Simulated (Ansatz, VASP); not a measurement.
# Two plane-wave programs on Al3GaAs4

```
CELL_PARAMETERS angstrom
5.73295 0.00000 0.00000
0.00000 5.73295 0.00000
0.00000 0.00000 5.73295
ATOMIC_POSITIONS crystal
Al 0.50000 0.00000 0.00000
Al 0.00000 0.00000 0.50000
Al 0.00000 0.50000 0.00000
Ga 0.50000 0.50000 0.50000
As 0.75089 0.24911 0.75089
As 0.75089 0.75089 0.24911
As 0.24911 0.24911 0.24911
As 0.24911 0.75089 0.75089
```

Alike in both runs: functional PBE; k mesh 6 × 6 × 6; occupations gaussian, width 0.02 eV; no spin polarisation.

Ansatz relaxed the structure, and its values are those at the end. VASP's run is a single point on that final structure, the one shown.

|  | VASP | Ansatz |
| --- | --- | --- |
| version | VASP 6.6.1 | Ansatz 0.2.0 |
| potentials or method | VASP PAW PBE potentials, release 64 (Al, Ga_d, As), cutoff 520 eV | scalar-relativistic, plane waves, PAW |
| valence electrons in the cell | 42 | 82 |

VASP gave:

| Property | Result |
| --- | --- |
| gap on the k mesh at the Fermi level (eV) | 1.03 |
| least direct gap on the mesh (eV) | 1.16 |
| pressure (GPa) | 0.2 |

Task: Which values does Ansatz return?

Result: gap on the k mesh at the Fermi level (eV): 1.03; least direct gap on the mesh (eV): 1.16; pressure (GPa): 0.0.

With one functional, cell and mesh, what is left measures potentials, basis and numerics. VASP's potentials hold 42 valence electrons a cell and Ansatz's 82, so a difference there can come from the potentials and not from the codes.
